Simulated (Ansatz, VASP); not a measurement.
## Two plane-wave programs on MgS

```
CELL_PARAMETERS angstrom
0.03408 2.60152 2.60152
2.60152 0.03408 2.60152
2.63560 2.63560 0.00000
ATOMIC_POSITIONS crystal
Mg 0.00000 0.00000 0.00000
S 0.50000 0.50000 0.50000
```

Change from the starting cell: shear_xy strain +2.6%.

Alike in both runs: task single point; functional PBE; k mesh 8 × 8 × 8; occupations fermi-dirac, width 0.02 eV; no spin polarisation.

|  | VASP | Ansatz |
| --- | --- | --- |
| version | VASP 6.6.1 | Ansatz 0.2.0 |
| potentials or method | VASP PAW PBE potentials, release 64 (Mg, S) | plane waves, PAW |
| plane-wave cutoff (eV) | 520 | 420 |
| valence electrons in the cell | 8 | 16 |

Ansatz gave:

```
gap on the k mesh at the Fermi level (eV)                     : 2.64
pressure (GPa)                                                : 1.2
traceless stress, the component that is largest in VASP (GPa) : -1.44
```

Estimate VASP's values.

gap on the k mesh at the Fermi level (eV): 2.63; pressure (GPa): 0.9; traceless stress, the component that is largest in VASP (GPa): -1.44.

With one functional, cell and mesh, what is left measures potentials, basis and numerics. VASP's potentials hold 8 valence electrons a cell and Ansatz's 16, so a difference there can come from the potentials and not from the codes.
